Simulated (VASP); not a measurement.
Runs of VASP 6.6.1 on CaDyAs3. The structure is that of space group Pm-3m (No. 221), or close to it. The cells are those of the table. The cell was built from a structure type or drawn by symmetry, and may not be a known phase.

```csv
task,level,cell,k mesh,smearing,gap on the mesh (eV),pressure (GPa)
relaxation of cell and atoms,PBE,"relaxed from a = 5.185 Å, 5 atoms",8 × 8 × 8,gaussian 0.1 eV,none,0.0
single point,revPBE,"a = 5.181 Å, 5 atoms",8 × 8 × 8,methfessel-paxton 0.1 eV,none,1.2
single point,PBE,"a = 5.181 Å, 5 atoms",8 × 8 × 8,gaussian 0.1 eV,none,0.1
single point,PBE,"a = 5.185 Å, 5 atoms",4 × 4 × 4,gaussian 0.1 eV,none,0.3
relaxation of cell and atoms,PBE,"relaxed from a = 4.949 Å, 5 atoms",4 × 4 × 4,gaussian 0.1 eV,none,0.0
single point,PBE,"a = 4.949 Å, 5 atoms",4 × 4 × 4,gaussian 0.1 eV,none,(a)
```

Alike in all rows: potentials or basis VASP PAW PBE potentials, release 64 (Ca_sv, Dy_3, As), 4f in core; no spin polarisation; cutoff (eV) 500.

Question: Fill in the values left out.

Answer: (a) 8.2.

Caveats: spin-orbit coupling is left out, which moves the levels of the heavy elements; the 4f electrons are frozen in the core, so they carry no moment and show no levels; the relaxation stopped at its first step, so nothing moved (at least some runs); the PAW data sets were made with another functional, which shifts forces and pressure a little (at least some runs); the cell stands under pressure (at least some runs).

A k mesh can miss the band edges, and the runs leave out spin-orbit coupling on As, Dy.

A gap of «none» marks levels without a gap at the run's occupations.
